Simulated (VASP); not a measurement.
# SnO (Pmn2_1) in VASP: single point with r2SCAN

Aim: the single point of SnO with r2SCAN.

Program: VASP 6.6.1. These are calculated values, not measurements. Logs are shortened: lines on timing, memory, paths and dates and some standing lists are left out, and cuts for length are marked.

## Step 1: The cell of the first run

The structure is orthorhombic, space group Pmn2_1 (No. 31). The conventional cell has a = 3.306 Å, b = 5.870 Å, c = 4.196 Å, α = 90.00°, β = 90.00°, γ = 90.00°. Within 2.8 Å of Sn (site symmetry m) lie 3 O at 2.11 to 2.13 Å. Within 3.0 Å of O (site symmetry m) lie 3 Sn at 2.11 to 2.13 Å and 4 O at 2.91 Å.

## Step 2: Single point, r2SCAN

POSCAR

```
SnO
1.0
    3.3062091429      0.0000000000      0.0000000000
    0.0000000000      5.8704114033      0.0000000000
    0.0000000000      0.0000000000      4.1959164450
Sn O
2 2
Direct
    0.0000000000      0.2218139301      0.5091530866
    0.5000000000      0.7781860699      0.0091530866
    0.0000000000      0.9022398377      0.7408479134
    0.5000000000      0.0977601623      0.2408479134
```

INCAR.step1

```
ALGO = Normal ; EDIFF = 1E-4
ENCUT = 520 ; GGA = PE
ISMEAR = 0 ; LASPH = True
LCHARG = False ; LREAL = False
LWAVE = True ; NBANDS = 28
NELM = 100 ; PREC = Accurate
SIGMA = 0.1
```

INCAR.step2

```
ALGO = Normal ; EDIFF = 1E-6
ENCUT = 520 ; ISIF = 2
ISMEAR = 0 ; ISTART = 1
LASPH = True ; LCHARG = True
LELF = True ; LMIXTAU = True
LREAL = False ; LVHAR = True
LWAVE = False ; METAGGA = R2SCAN
NBANDS = 28 ; NELM = 100
PREC = Accurate ; SIGMA = 0.1
```

KPOINTS

```
k-points
0
Gamma
  6 4 6
```

Potentials or basis: VASP PAW PBE potentials, release 64 (Sn_d, O).

On the command line:

```bash
$ cat potpaw_PBE.64/Sn_d/POTCAR potpaw_PBE.64/O/POTCAR > POTCAR
$ cp INCAR.step1 INCAR
$ mpirun -np 1 vasp_std > vasp.out
$ cp INCAR.step2 INCAR
$ mpirun -np 1 vasp_std > vasp.out
```

OUTCAR:

```text
EDIFF = 1E-6
   ENCUT = 520
   ISIF = 2
   ISMEAR = 0
   ISTART = 1
   LASPH = True
   LREAL = False
   METAGGA = R2SCAN
   NELM = 100
   PREC = Accurate

 ion  position               nearest neighbor table
   1  0.000  0.222  0.509-   3 2.11   4 2.13   4 2.13   2 3.73   2 3.73   2 3.73   2 3.73
   2  0.500  0.778  0.009-   4 2.11   3 2.13   3 2.13   1 3.73   1 3.73   1 3.73   1 3.73
   3  0.000  0.902  0.741-   1 2.11   2 2.13   2 2.13
   4  0.500  0.098  0.241-   2 2.11   1 2.13   1 2.13

  LATTYP: Found a simple orthorhombic cell.
 ALAT       =     3.3062091429
 B/A-ratio  =     1.2691019423
 C/A-ratio  =     1.7755717045

  Lattice vectors:

 A1 = (  -3.3062091429,   0.0000000000,   0.0000000000)
 A2 = (   0.0000000000,   0.0000000000,   4.1959164450)
 A3 = (   0.0000000000,   5.8704114033,   0.0000000000)

Analysis of symmetry for initial positions (statically):
=====================================================================
 Subroutine PRICEL returns:
 Original cell was already a primitive cell.

 Routine SETGRP: Setting up the symmetry group for a
 simple orthorhombic supercell.

 Subroutine GETGRP returns: Found  4 space group operations
 (whereof  2 operations were pure point group operations)
 out of a pool of  8 trial point group operations.

The static configuration has the point symmetry C_1h.
 The point group associated with its full space group is C_2v.

Analysis of symmetry for dynamics (positions and initial velocities):
=====================================================================
 Subroutine PRICEL returns:
 Original cell was already a primitive cell.

 Routine SETGRP: Setting up the symmetry group for a
 simple orthorhombic supercell.

 Subroutine GETGRP returns: Found  4 space group operations
 (whereof  2 operations were pure point group operations)
 out of a pool of  8 trial point group operations.

The dynamic configuration has the point symmetry C_1h.
 The point group associated with its full space group is C_2v.

 Subroutine INISYM returns: Found  4 space group operations
 (whereof  2 operations are pure point group operations),
 and found     1 'primitive' translations

----------------------------------------------------------------------------------------

                                     Primitive cell

  volume of cell :      81.4377

  direct lattice vectors                    reciprocal lattice vectors
     3.306209143  0.000000000  0.000000000     0.302461205  0.000000000  0.000000000
     0.000000000  5.870411403  0.000000000     0.000000000  0.170345812  0.000000000
     0.000000000  0.000000000  4.195916445     0.000000000  0.000000000  0.238326957

  length of vectors
     3.306209143  5.870411403  4.195916445     0.302461205  0.170345812  0.238326957

  position of ions in fractional coordinates (direct lattice)
     0.000000000  0.221813930  0.509153087
     0.500000000  0.778186070  0.009153087
     0.000000000  0.902239838  0.740847913
     0.500000000  0.097760162  0.240847913

  ion indices of the primitive-cell ions
   primitive index   ion index
                 1           1
                 2           2
                 3           3
                 4           4

----------------------------------------------------------------------------------------

 KPOINTS: k-points

Automatic generation of k-mesh.
 Grid dimensions read from file:
 generate k-points for:    6    4    6

 Generating k-lattice:

  Cartesian coordinates                     Fractional coordinates (reciprocal lattice)
     0.050410201  0.000000000  0.000000000     0.166666667  0.000000000  0.000000000
     0.000000000  0.042586453  0.000000000     0.000000000  0.250000000  0.000000000
     0.000000000  0.000000000  0.039721160     0.000000000  0.000000000  0.166666667

  Length of vectors
     0.050410201  0.042586453  0.039721160

  Shift w.r.t. Gamma in fractional coordinates (k-lattice)
     0.000000000  0.000000000  0.000000000

 Subroutine IBZKPT returns following result:
 ===========================================

 Found     48 irreducible k-points:

 Following reciprocal coordinates:
            Coordinates               Weight
  0.000000  0.000000  0.000000      1.000000
  0.166667  0.000000  0.000000      2.000000
  0.333333  0.000000  0.000000      2.000000
  0.500000  0.000000  0.000000      1.000000
  0.000000  0.250000  0.000000      2.000000
  0.166667  0.250000  0.000000      4.000000
[... 16 lines left out ...]
  0.333333  0.500000  0.166667      4.000000
  0.500000  0.500000  0.166667      2.000000
 [... further k-points ...]
   k-points           NKPTS =     48   k-points in BZ     NKDIM =     48   number of bands    NBANDS=     28
   number of dos      NEDOS =    301   number of ions     NIONS =      4
   total plane-waves  NPLWV =  43008
   dimension x,y,z NGX =    28 NGY =   48 NGZ =   32
   dimension x,y,z NGXF=    56 NGYF=   96 NGZF=   64
   ions per type =               2   2
   NGX,Y,Z   is equivalent  to a cutoff of  14.08, 13.59, 12.68 a.u.
   NGXF,Y,Z  is equivalent  to a cutoff of  28.16, 27.19, 25.36 a.u.
 SYSTEM =  unknown system
   PREC   = accura    normal or accurate (medium, high low for compatibility)
   ISTART =      1    job   : 0-new  1-cont  2-samecut
   ICHARG =      0    charge: 1-file 2-atom 10-const
   ISPIN  =      1    spin polarized calculation?
   LNONCOLLINEAR =      F non collinear calculations
   LSORBIT =      F    spin-orbit coupling
   LASPH  =      T    aspherical Exc in radial PAW
   ENCUT  =  520.0 eV  38.22 Ry    6.18 a.u.   6.15 10.92  7.80*2*pi/ulx,y,z
   NELM   =    100;   NELMIN=  2; NELMDL=  0     # of ELM steps
   EDIFF  = 0.1E-05   stopping-criterion for ELM
   LREAL  =      F    real-space projection
   EDIFFG = 0.1E-04   stopping-criterion for IOM
   NSW    =      0    number of steps for IOM
   IBRION =     -1    ionic relax: 0-MD 1-quasi-New 2-CG
   NFREE  =      0    steps in history (QN), initial steepest desc. (CG)
   ISIF   =      2    stress and relaxation
   ISYM   =      2    0-nonsym 1-usesym 2-fastsym
   POTIM  = 0.5000    time-step for ionic-motion
   TEBEG  =    0.0;   TEEND  =   0.0 temperature during run
   PSTRESS=    0.0 pullay stress
   NELECT =      40.0000    total number of electrons
   NUPDOWN=      -1.0000    fix difference up-down
   EMIN   =  10.00;   EMAX   =-10.00  energy-range for DOS
   EFERMI =   0.00;   METHOD = LEGACY
   ISMEAR =     0;   SIGMA  =   0.10  broadening in eV -4-tet -1-fermi 0-gaus
   EFERMI_NEDOS =   21; number of points for ismear=-14 and -15
   IALGO  =     38    algorithm
   IMIX   =      4    mixing-type and parameters
     AMIX     =   0.40;   BMIX     =  1.00
     AMIX_MAG =   1.60;   BMIX_MAG =  1.00
  volume/ion in A,a.u.               =      20.36       137.39
  Fermi-wavevector in a.u.,A,eV,Ry     =   1.291674  2.440910 22.700257  1.668422
  Thomas-Fermi vector in A             =   2.423429
   LORBIT       =      0    0 simple, 1 ext, 2 COOP (PROOUT), +10 PAW based schemes
   METAGGA = R2SCAN    functional components
   LHFCALC =     F    Hartree Fock is set to
   AEXX    =    0.0000 exact exchange contribution
   IVDW    =     0    specifies the selected vdW correction
   LEPSILON=     F    determine dielectric tensor
   LRPA    =     F    only Hartree local field effects (RPA)
 non-spin polarized calculation
 Gauss-broadening in eV      SIGMA  =   0.10
  energy-cutoff  :      520.00
  volume of cell :       81.44
 maximum number of plane-waves:      2212
 NGX is ok and might be reduce to    28
   NGX = 13   NGY = 21   NGZ = 15

 number of electron      40.0000020 magnetization

 Free energy of the ion-electron system (eV)
  ---------------------------------------------------
  ext. energy  EPLUGINS =         0.00000000
  ---------------------------------------------------
  free energy    TOTEN  =       -66.59943590 eV

  energy without entropy =      -66.59943590  energy(sigma->0) =      -66.59943590

 E-fermi :   4.9224     XC(G=0): -10.0120

 val. band max:        4.4925968144   @ k =   0.1667   0.0000   0.0000
 cond. band min:       6.6532811356   @ k =   0.0000   0.5000   0.3333
 fundamental gap:      2.1606843212
 Fermi energy:         4.9223979134

 k-point     1 :       0.0000    0.0000    0.0000
  band No.  band energies     occupation
      1     -17.5346      2.00000
      2     -17.0190      2.00000
      3     -16.8782      2.00000
      4     -16.8674      2.00000
      5     -16.8379      2.00000
      6     -16.8006      2.00000
[... 20 lines left out ...]
     27      13.7343      0.00000
     28      14.1465      0.00000

 k-point     2 :       0.1667    0.0000    0.0000
  band No.  band energies     occupation
      1     -17.5282      2.00000
      2     -17.0839      2.00000
      3     -16.9281      2.00000
      4     -16.8655      2.00000
      5     -16.8447      2.00000
      6     -16.7913      2.00000
[... 20 lines left out ...]
     27      13.8937      0.00000
     28      14.3574      0.00000

 k-point     3 :       0.3333    0.0000    0.0000
  band No.  band energies     occupation
      1     -17.5276      2.00000
      2     -17.3372      2.00000
      3     -16.8635      2.00000
      4     -16.8573      2.00000
      5     -16.8106      2.00000
      6     -16.7953      2.00000
[... 20 lines left out ...]
     27      13.4749      0.00000
     28      14.7688      0.00000

 k-point     4 :       0.5000    0.0000    0.0000
  band No.  band energies     occupation
      1     -17.4903      2.00000
      2     -17.4903      2.00000
      3     -16.8508      2.00000
      4     -16.8508      2.00000
      5     -16.7986      2.00000
      6     -16.7986      2.00000
[... 20 lines left out ...]
     27      14.6277      0.00000
     28      14.6277      0.00000

 k-point     5 :       0.0000    0.2500    0.0000
  band No.  band energies     occupation
      1     -17.5323      2.00000
      2     -17.0203      2.00000
      3     -16.8761      2.00000
      4     -16.8666      2.00000
      5     -16.8386      2.00000
      6     -16.8031      2.00000
[... 20 lines left out ...]
     27      14.4357      0.00000
     28      14.5590      0.00000

 k-point     6 :       0.1667    0.2500    0.0000
  band No.  band energies     occupation
      1     -17.5271      2.00000
      2     -17.0841      2.00000
      3     -16.9296      2.00000
      4     -16.8651      2.00000
      5     -16.8427      2.00000
      6     -16.7924      2.00000
[... 463 lines left out ...]
      5     -16.8435      2.00000
      6     -16.8245      2.00000
[... 20 lines left out ...]
     27      14.6788      0.00000
     28      14.8529      0.00000

 k-point    22 :       0.1667    0.5000    0.1667
  band No.  band energies     occupation
      1     -17.5096      2.00000
      2     -17.1431      2.00000
      3     -16.9176      2.00000
      4     -16.8665      2.00000
      5     -16.8394      2.00000
      6     -16.8039      2.00000
[... 20 lines left out ...]
     27      14.5597      0.00000
     28      15.3362      0.00000

 k-point    23 :       0.3333    0.5000    0.1667
  band No.  band energies     occupation
      1     -17.5228      2.00000
      2     -17.3601      2.00000
      3     -16.8650      2.00000
      4     -16.8637      2.00000
      5     -16.8048      2.00000
      6     -16.7960      2.00000
[... 20 lines left out ...]
     27      14.5389      0.00000
     28      14.9165      0.00000

 k-point    24 :       0.5000    0.5000    0.1667
  band No.  band energies     occupation
      1     -17.4985      2.00000
      2     -17.4985      2.00000
      3     -16.8561      2.00000
      4     -16.8561      2.00000
      5     -16.7915      2.00000
      6     -16.7915      2.00000
[... 20 lines left out ...]
     27      14.2968      0.00000
     28      14.2968      0.00000

 [... further k-points ...]
[... 5 lines left out ...]
  --------------------------------------------------------------------------------------
  -------------------------------------------------------------------------------------
  Total        0.2486859      0.2421263      0.1797870      0.0000000      0.0000000      0.0000000
  in kB        4.8925582      4.7635070      3.5370662      0.0000000      0.0000000      0.0000000
  external PRESSURE =       4.3977105 kB  Pullay stress =       0.0000000 kB

 VOLUME and BASIS-vectors are now :
 -----------------------------------------------------------------------------
  energy-cutoff  :      520.00
  volume of cell :       81.44
      direct lattice vectors                 reciprocal lattice vectors
     3.306209143  0.000000000  0.000000000     0.302461205  0.000000000  0.000000000
     0.000000000  5.870411403  0.000000000     0.000000000  0.170345812  0.000000000
     0.000000000  0.000000000  4.195916445     0.000000000  0.000000000  0.238326957

 POSITION                                       TOTAL-FORCE (eV/Angst)
 -----------------------------------------------------------------------------------
      0.00000      1.30214      2.13636         0.000000      0.115218      0.003042
      1.65310      4.56827      0.03841         0.000000     -0.115218      0.003042
      0.00000      5.29652      3.10854         0.000000     -0.007513     -0.003042
      1.65310      0.57389      1.01058         0.000000      0.007513     -0.003042
 -----------------------------------------------------------------------------------
    total drift:                                0.000000      0.000000     -0.000538

  FREE ENERGIE OF THE ION-ELECTRON SYSTEM (eV)
  ---------------------------------------------------
  free  energy   TOTEN  =       -66.5994358989 eV

  energy  without entropy=      -66.5994358989  energy(sigma->0) =      -66.59943590
```

It took 2.7 min on 1 thread of Intel Xeon 6975P-C (Granite Rapids), shared host; peak memory 0.26 GiB.

Results:

- Free energy: -66.5994 eV
- Pressure: 0.4 GPa
- Largest force: 0.115 eV/Å
- Band gap on the k mesh: 2.16 eV (least direct gap 2.83 eV)

Forces on the atoms (eV/Å):
```
Sn   0.000  0.115  0.003
Sn   0.000 -0.115  0.003
O    0.000 -0.008 -0.003
O    0.000  0.008 -0.003
```

Stress tensor (GPa, compression positive):
```
0.49 0.00 0.00
0.00 0.48 0.00
0.00 0.00 0.35
```

Caveat: the PAW data sets were made with another functional, which shifts forces and pressure a little; spin-orbit coupling is left out, which moves the levels of the heavy elements. A k mesh can miss the band edges.
